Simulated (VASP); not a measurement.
TaN, 2 atoms in the cell. The structure is cubic, space group Fm-3m (No. 225). The conventional cell has a = 4.376 Å, b = 4.376 Å, c = 4.376 Å, α = 90.00°, β = 90.00°, γ = 90.00°. Within 2.9 Å of Ta (site symmetry m-3m) lie 6 N at 2.19 Å. Within 2.9 Å of N (site symmetry m-3m) lie 6 Ta at 2.19 Å. 

```yaml
Program: VASP 6.6.1
Task: single point
Functional: PBEsol
Potentials_or_basis: VASP PAW PBE potentials, release 64 (Ta_pv, N)
Cutoff: 520 eV
k_mesh: 16 × 16 × 16
Occupations: gaussian, width 0.1 eV
Spin: no spin polarisation
Dipole_correction: no
Further_INCAR_settings: ALGO = Normal; EDIFF = 1e-07; NBANDS = 15
```

Potentials or basis: VASP PAW PBE potentials, release 64 (Ta_pv, N).

The run is started by

```bash
$ cat potpaw_PBE.64/Ta_pv/POTCAR potpaw_PBE.64/N/POTCAR > POTCAR
$ mpirun -np 1 vasp_std > vasp.out
```

Hardware: 1 thread of Intel(R) Xeon(R) Platinum 8259CL CPU @ 2.50GHz (Skylake/Cascade Lake), on a shared host.

Problem. Estimate the wall time of this run.

Solution. Wall time 28 s on 1 thread of Intel(R) Xeon(R) Platinum 8259CL CPU @ 2.50GHz (Skylake/Cascade Lake), with other jobs on the host, peak memory 0.17 GiB. Counts: scf iterations 14, k points 145.
